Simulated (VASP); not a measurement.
# C in VASP: notebook

Runs on C. Level: PBEsol. Tasks: single point, relaxation of cell and atoms.

Everything below comes from runs of VASP 6.6.1. Logs are shortened: lines on timing, memory, paths and dates and some standing lists are left out, and cuts for length are marked.

## Step 1: The cell of the first run

The structure is cubic, space group Fd-3m (No. 227). Conventional cell: a = 3.554 Å, b = 3.554 Å, c = 3.554 Å, α = 90.00°, β = 90.00°, γ = 90.00°. Within 2.1 Å of C (site symmetry -43m) lie 4 C at 1.54 Å.

## Step 2: Single point, PBEsol

INCAR reads:

```
SYSTEM = C
  PREC = Accurate
  ENCUT = 520
  EDIFF = 1E-7
  ISMEAR = 0
  SIGMA = 0.02
  LREAL = .False.
  LASPH = .True.
  NELM = 80
  ALGO = Normal
  ISIF = 2
  LWAVE = .False.
  LCHARG = .False.
  GGA = PS
  NBANDS = 21
```

KPOINTS reads:

```
regular mesh
0
Gamma
  12 12 4
  0 0 0
```

POSCAR reads:

```
C
1.0
    2.5129160132      0.0000000000      0.0000000000
   -1.2564580066      2.1762491050      0.0000000000
    0.0000000000      0.0000000000      6.1553267586
C
6
Direct
    0.0000000000      0.0000000000     -0.0000001244
    0.0000000000      0.0000000000      0.2500001244
    0.3333333333      0.6666666667      0.3333332089
    0.3333333333      0.6666666667      0.5833334577
    0.6666666667      0.3333333333      0.6666665423
    0.6666666667      0.3333333333      0.9166667911
```

Potentials or basis: VASP PAW PBE potentials, release 64 (C).

Run with:

```bash
$ cat potpaw_PBE.64/C/POTCAR > POTCAR
$ mpirun -np 1 vasp_std > vasp.out
```

OUTCAR:

```text
SYSTEM = C
   PREC = Accurate
   ENCUT = 520
   EDIFF = 1E-7
   ISMEAR = 0
   LREAL = .False.
   LASPH = .True.
   NELM = 80
   ISIF = 2
   GGA = PS

 ion  position               nearest neighbor table
   1  0.000  0.000  1.000-   2 1.54   6 1.54   6 1.54   6 1.54
   2  0.000  0.000  0.250-   1 1.54   3 1.54   3 1.54   3 1.54
   3  0.333  0.667  0.333-   4 1.54   2 1.54   2 1.54   2 1.54
   4  0.333  0.667  0.583-   3 1.54   5 1.54   5 1.54   5 1.54
   5  0.667  0.333  0.667-   6 1.54   4 1.54   4 1.54   4 1.54
   6  0.667  0.333  0.917-   5 1.54   1 1.54   1 1.54   1 1.54

  LATTYP: Found a hexagonal cell.
 ALAT       =     2.5129160132
 C/A-ratio  =     2.4494757192

  Lattice vectors:

 A1 = (   2.5129160132,   0.0000000000,   0.0000000000)
 A2 = (  -1.2564580066,   2.1762491050,   0.0000000000)
 A3 = (   0.0000000000,   0.0000000000,   6.1553267586)

Analysis of symmetry for initial positions (statically):
=====================================================================
 Subroutine PRICEL returns following result:

  LATTYP: Found a face centered cubic cell.
 ALAT       =     3.5537863427

  Lattice vectors:

 A1 = (   1.2564580065,  -0.7254163683,   2.0517755860)
 A2 = (  -0.0000000001,   1.4508327367,   2.0517755860)
 A3 = (  -1.2564580063,  -0.7254163685,   2.0517755866)

   3 primitive cells build up your supercell.

 Routine SETGRP: Setting up the symmetry group for a
 hexagonal supercell.

 Subroutine GETGRP returns: Found 12 space group operations
 (whereof  6 operations were pure point group operations)
 out of a pool of 24 trial point group operations.

The static configuration has the point symmetry C_3v.
 The point group associated with its full space group is D_3d.

Analysis of symmetry for dynamics (positions and initial velocities):
=====================================================================
 Subroutine PRICEL returns following result:

  LATTYP: Found a face centered cubic cell.
 ALAT       =     3.5537863427

  Lattice vectors:

 A1 = (   1.2564580065,  -0.7254163683,   2.0517755860)
 A2 = (  -0.0000000001,   1.4508327367,   2.0517755860)
 A3 = (  -1.2564580063,  -0.7254163685,   2.0517755866)

   3 primitive cells build up your supercell.

 Routine SETGRP: Setting up the symmetry group for a
 hexagonal supercell.

 Subroutine GETGRP returns: Found 12 space group operations
 (whereof  6 operations were pure point group operations)
 out of a pool of 24 trial point group operations.

The dynamic configuration has the point symmetry C_3v.
 The point group associated with its full space group is D_3d.

 Subroutine INISYM returns: Found 12 space group operations
 (whereof  6 operations are pure point group operations),
 and found     3 'primitive' translations

----------------------------------------------------------------------------------------

                                     Primitive cell

  volume of cell :      11.2206

  direct lattice vectors                    reciprocal lattice vectors
     1.256458006 -0.725416368  2.051775586     0.397944060 -0.229753110  0.162460912
    -0.000000000  1.450832737  2.051775586     0.000000000  0.459506220  0.162460912
    -1.256458006 -0.725416368  2.051775587    -0.397944060 -0.229753110  0.162460912

  length of vectors
     2.512906422  2.512906422  2.512906422     0.487380256  0.487380256  0.487380256

  position of ions in fractional coordinates (direct lattice)
     0.999999876  0.999999876  0.999999876
     0.250000124  0.250000124  0.250000124

  ion indices of the primitive-cell ions
   primitive index   ion index
                 1           1
                 2           2

----------------------------------------------------------------------------------------

 KPOINTS: regular mesh

Automatic generation of k-mesh.
 Grid dimensions read from file:
 generate k-points for:   12   12    4

 Generating k-lattice:

  Cartesian coordinates                     Fractional coordinates (reciprocal lattice)
     0.033162005  0.019146092  0.000000000     0.083333333  0.000000000  0.000000000
     0.000000000  0.038292185  0.000000000     0.000000000  0.083333333  0.000000000
     0.000000000  0.000000000  0.040615228     0.000000000  0.000000000  0.250000000

  Length of vectors
     0.038292185  0.038292185  0.040615228

  Shift w.r.t. Gamma in fractional coordinates (k-lattice)
     0.000000000  0.000000000  0.000000000

 Subroutine IBZKPT returns following result:
 ===========================================

 Found     69 irreducible k-points:

 Following reciprocal coordinates:
            Coordinates               Weight
  0.000000  0.000000  0.000000      1.000000
  0.083333  0.000000  0.000000      6.000000
  0.166667 -0.000000  0.000000      6.000000
  0.250000  0.000000  0.000000      6.000000
  0.333333 -0.000000  0.000000      6.000000
  0.416667 -0.000000  0.000000      6.000000
[... 16 lines left out ...]
  0.166667 -0.000000  0.250000      6.000000
  0.000000  0.166667  0.250000      6.000000
 [... further k-points ...]
   k-points           NKPTS =     69   k-points in BZ     NKDIM =     69   number of bands    NBANDS=     21
   number of dos      NEDOS =    301   number of ions     NIONS =      6
   total plane-waves  NPLWV =  19200
   dimension x,y,z NGX =    20 NGY =   20 NGZ =   48
   dimension x,y,z NGXF=    40 NGYF=   40 NGZF=   96
   ions per type =               6
   NGX,Y,Z   is equivalent  to a cutoff of  13.23, 13.23, 12.96 a.u.
   NGXF,Y,Z  is equivalent  to a cutoff of  26.46, 26.46, 25.93 a.u.
 SYSTEM =  C
   PREC   = accura    normal or accurate (medium, high low for compatibility)
   ISTART =      0    job   : 0-new  1-cont  2-samecut
   ICHARG =      2    charge: 1-file 2-atom 10-const
   ISPIN  =      1    spin polarized calculation?
   LNONCOLLINEAR =      F non collinear calculations
   LSORBIT =      F    spin-orbit coupling
   LASPH  =      T    aspherical Exc in radial PAW
   ENCUT  =  520.0 eV  38.22 Ry    6.18 a.u.   4.67  4.67 11.44*2*pi/ulx,y,z
   NELM   =     80;   NELMIN=  2; NELMDL= -5     # of ELM steps
   EDIFF  = 0.1E-06   stopping-criterion for ELM
   LREAL  =      F    real-space projection
   EDIFFG = 0.1E-05   stopping-criterion for IOM
   NSW    =      0    number of steps for IOM
   IBRION =     -1    ionic relax: 0-MD 1-quasi-New 2-CG
   NFREE  =      0    steps in history (QN), initial steepest desc. (CG)
   ISIF   =      2    stress and relaxation
   ISYM   =      2    0-nonsym 1-usesym 2-fastsym
   POTIM  = 0.5000    time-step for ionic-motion
   TEBEG  =    0.0;   TEEND  =   0.0 temperature during run
   PSTRESS=    0.0 pullay stress
   NELECT =      24.0000    total number of electrons
   NUPDOWN=      -1.0000    fix difference up-down
   EMIN   =  10.00;   EMAX   =-10.00  energy-range for DOS
   EFERMI =   0.00;   METHOD = LEGACY
   ISMEAR =     0;   SIGMA  =   0.02  broadening in eV -4-tet -1-fermi 0-gaus
   EFERMI_NEDOS =   21; number of points for ismear=-14 and -15
   IALGO  =     38    algorithm
   IMIX   =      4    mixing-type and parameters
     AMIX     =   0.40;   BMIX     =  1.00
     AMIX_MAG =   1.60;   BMIX_MAG =  1.00
  volume/ion in A,a.u.               =       5.61        37.86
  Fermi-wavevector in a.u.,A,eV,Ry     =   1.462512  2.763746 29.102052  2.138940
  Thomas-Fermi vector in A             =   2.578716
   LORBIT       =      0    0 simple, 1 ext, 2 COOP (PROOUT), +10 PAW based schemes
   GGA     = PS    functional components
   LHFCALC =     F    Hartree Fock is set to
   AEXX    =    0.0000 exact exchange contribution
   IVDW    =     0    specifies the selected vdW correction
   LEPSILON=     F    determine dielectric tensor
   LRPA    =     F    only Hartree local field effects (RPA)
 non-spin polarized calculation
 Gauss-broadening in eV      SIGMA  =   0.02
  energy-cutoff  :      520.00
  volume of cell :       33.66
 maximum number of plane-waves:       922
 NGX is ok and might be reduce to    20
   NGX =  9   NGY =  9   NGZ = 23

 number of electron      23.9999998 magnetization

 Free energy of the ion-electron system (eV)
  ---------------------------------------------------
  ext. energy  EPLUGINS =         0.00000000
  ---------------------------------------------------
  free energy    TOTEN  =       -57.74916103 eV

  energy without entropy =      -57.74916103  energy(sigma->0) =      -57.74916103

 E-fermi :  10.0092     XC(G=0): -13.4868

 val. band max:        9.8679630793   @ k =   0.0000   0.0000   0.0000
 cond. band min:      13.9706868583   @ k =   0.0000   0.3333   0.2500
 fundamental gap:      4.1027237790
 Fermi energy:        10.0092101545

 k-point     1 :       0.0000    0.0000    0.0000
  band No.  band energies     occupation
      1     -11.8013      2.00000
      2      -8.7496      2.00000
      3      -8.7496      2.00000
      4       0.3811      2.00000
      5       0.3811      2.00000
      6       7.5133      2.00000
[... 13 lines left out ...]
     20      18.5449      0.00000
     21      18.5449      0.00000

 k-point     2 :       0.0833    0.0000    0.0000
  band No.  band energies     occupation
      1     -11.6286      2.00000
      2      -8.5833      2.00000
      3      -8.5828      2.00000
      4       0.5021      2.00000
      5       0.5082      2.00000
      6       6.2891      2.00000
[... 13 lines left out ...]
     20      19.1774      0.00000
     21      19.2479      0.00000

 k-point     3 :       0.1667   -0.0000    0.0000
  band No.  band energies     occupation
      1     -11.1121      2.00000
      2      -8.0884      2.00000
      3      -8.0837      2.00000
      4       0.8255      2.00000
      5       0.8767      2.00000
      6       4.1580      2.00000
[... 13 lines left out ...]
     20      20.9086      0.00000
     21      21.0040      0.00000
[... 457 lines left out ...]
 k-point    23 :       0.1667   -0.0000    0.2500
  band No.  band energies     occupation
      1     -10.9187      2.00000
      2      -9.3919      2.00000
      3      -6.4979      2.00000
      4      -1.6068      2.00000
      5       3.4386      2.00000
      6       4.5834      2.00000
[... 13 lines left out ...]
     20      20.7332      0.00000
     21      21.1932      0.00000

 k-point    24 :       0.0000    0.1667    0.2500
  band No.  band energies     occupation
      1     -10.9192      2.00000
      2      -9.3894      2.00000
      3      -6.5060      2.00000
      4      -1.5756      2.00000
      5       3.4431      2.00000
      6       4.1490      2.00000
[... 13 lines left out ...]
     20      20.6064      0.00000
     21      21.0816      0.00000

 [... further k-points ...]
[... 5 lines left out ...]
  --------------------------------------------------------------------------------------
  -------------------------------------------------------------------------------------
  Total        0.2325649      0.2325649      0.2323419      0.0000000     -0.0000000     -0.0000000
  in kB       11.0692216     11.0692216     11.0586060      0.0000000     -0.0000000     -0.0000000
  external PRESSURE =      11.0656830 kB  Pullay stress =       0.0000000 kB

 VOLUME and BASIS-vectors are now :
 -----------------------------------------------------------------------------
  energy-cutoff  :      520.00
  volume of cell :       33.66
      direct lattice vectors                 reciprocal lattice vectors
     2.512916013  0.000000000  0.000000000     0.397944060  0.229753110  0.000000000
    -1.256458007  2.176249105  0.000000000     0.000000000  0.459506220  0.000000000
     0.000000000  0.000000000  6.155326759     0.000000000  0.000000000  0.162460912

 POSITION                                       TOTAL-FORCE (eV/Angst)
 -----------------------------------------------------------------------------------
      0.00000      0.00000      6.15533         0.000000     -0.000000      0.000191
      0.00000      0.00000      1.53883        -0.000000      0.000000     -0.000191
     -0.00000      1.45083      2.05177         0.000000     -0.000000      0.000191
     -0.00000      1.45083      3.59061        -0.000000      0.000000     -0.000191
      1.25646      0.72542      4.10355         0.000000     -0.000000      0.000191
      1.25646      0.72542      5.64238        -0.000000      0.000000     -0.000191
 -----------------------------------------------------------------------------------
    total drift:                                0.000000      0.000000     -0.000000

  FREE ENERGIE OF THE ION-ELECTRON SYSTEM (eV)
  ---------------------------------------------------
  free  energy   TOTEN  =       -57.7491610325 eV

  energy  without entropy=      -57.7491610325  energy(sigma->0) =      -57.74916103
```

Run time: 43 s. Hardware: 1 thread of Intel Xeon Platinum 8375C at 2.90GHz (Ice Lake), shared host; peak memory 0.16 GiB.

Results:

```
Free energy            : -57.7492 eV
Pressure               : 1.1 GPa
Band gap on the k mesh : 4.10 eV
```

Levels at points of the mesh, in eV from the valence-band top:
```
           k point  band 8  band 9  band 10  band 11  band 12  band 13  band 14  band 15  band 16  band 17
(0.00, 0.00, 0.00)   -2.35   -2.35     0.00     0.00     0.00     5.57     5.57     5.57     8.27     8.27
(0.50, 0.00, 0.00)   -6.40   -5.05    -5.05    -4.03    -4.03     4.62     4.62     7.02     7.02    10.74
(0.00, 0.00, 0.50)   -2.84   -1.04    -1.04    -1.04    -1.04     6.93     6.93     6.93     6.93     7.42
(0.50, 0.00, 0.50)   -7.80   -5.73    -5.73    -2.84    -2.84     5.15     5.15     8.27     8.27     8.43
```

Caveat: the PAW data sets were made with another functional, which shifts forces and pressure a little. As with any semilocal functional, this PBEsol gap is likely too small.

## Step 3: Relaxation of cell and atoms, PBEsol

This run uses another cell than the first one, of 5.62 Å³/atom, 1.003 times its volume.

INCAR reads:

```
SYSTEM = C
  PREC = Accurate
  ENCUT = 600
  EDIFF = 1E-6
  ISMEAR = 0
  SIGMA = 0.02
  LREAL = .False.
  LASPH = .True.
  NELM = 100
  ALGO = Normal
  ISIF = 3
  LWAVE = .False.
  LCHARG = .False.
  GGA = PS
  IBRION = 2
  NSW = 65
  EDIFFG = -0.01
```

KPOINTS is that of step 2.

POSCAR reads:

```
C
1.0
    2.4988149889      0.0000000000      0.0000000000
   -1.2494074945      2.1640372598      0.0000000000
    0.0000000000      0.0000000000      6.2412537832
C
6
Direct
    0.0000000000      0.0000000000      0.0000000000
    0.0000000000      0.0000000000      0.2500000000
    0.3333333333      0.6666666667      0.3333333333
    0.3333333333      0.6666666667      0.5833333333
    0.6666666667      0.3333333333      0.6666666667
    0.6666666667      0.3333333333      0.9166666667
```

Potentials or basis: VASP PAW PBE potentials, release 64 (C).

Run with:

```bash
$ cat potpaw_PBE.64/C/POTCAR > POTCAR
$ mpirun -np 1 vasp_std > vasp.out
```

It took 1.9 min on 1 thread of Intel Xeon Platinum 8375C at 2.90GHz (Ice Lake), shared host; peak memory 0.17 GiB.

It converged, with:

```
Free energy                            : -57.7631 eV
Relaxed volume                         : 5.62 Å³/atom
Relaxed cell                           : a = 2.514 Å, b = 2.514 Å, c = 6.158 Å, α = 90.00°, β = 90.00°, γ = 120.00°
Space group after relaxing (to 0.05 Å) : Fd-3m (No. 227)
Energy gained by relaxing              : 5.1 meV/atom
Ionic steps                            : 5
Pressure after relaxing                : 0.0 GPa
Band gap on the k mesh                 : 4.10 eV
```

Stress tensor (GPa, compression positive):
```
 0.03  0.00  0.00
 0.00  0.03  0.00
 0.00  0.00 -0.14
```

Step by step:
```
step  energy change (eV)  largest force (eV/Å)  pressure (GPa)  volume (Å³)
   1              0.0000                0.0677           -0.51        33.75
   2              0.0020                0.3658            0.99        33.65
   3             -0.0303                0.1135           -0.09        33.70
   4             -0.0283                0.2434            0.14        33.69
   5             -0.0308                0.0012           -0.03        33.70
```

Final structure:
```
CELL_PARAMETERS angstrom
2.51367 0.00000 0.00000
-1.25684 2.17690 0.00000
0.00000 0.00000 6.15800
ATOMIC_POSITIONS crystal
C 0.00000 0.00000 0.00000
C 0.00000 0.00000 0.25000
C 0.33333 0.66667 0.33334
C 0.33333 0.66667 0.58333
C 0.66667 0.33333 0.66667
C 0.66667 0.33333 0.91666
```

Levels at points of the mesh, in eV from the valence-band top:
```csv
k point,band 8,band 9,band 10,band 11,band 12,band 13,band 14,band 15,band 16
"(0.00, 0.00, 0.00)",-2.35,-2.35,0.00,0.00,0.00,5.56,5.57,5.57,8.26
"(0.50, 0.00, 0.00)",-6.40,-5.05,-5.05,-4.03,-4.03,4.62,4.62,7.02,7.02
"(0.00, 0.00, 0.50)",-2.84,-1.04,-1.04,-1.04,-1.04,6.93,6.93,6.93,6.93
"(0.50, 0.00, 0.50)",-7.80,-5.73,-5.73,-2.84,-2.84,5.15,5.15,8.26,8.26
```

Caveat: the PAW data sets were made with another functional, which shifts forces and pressure a little.
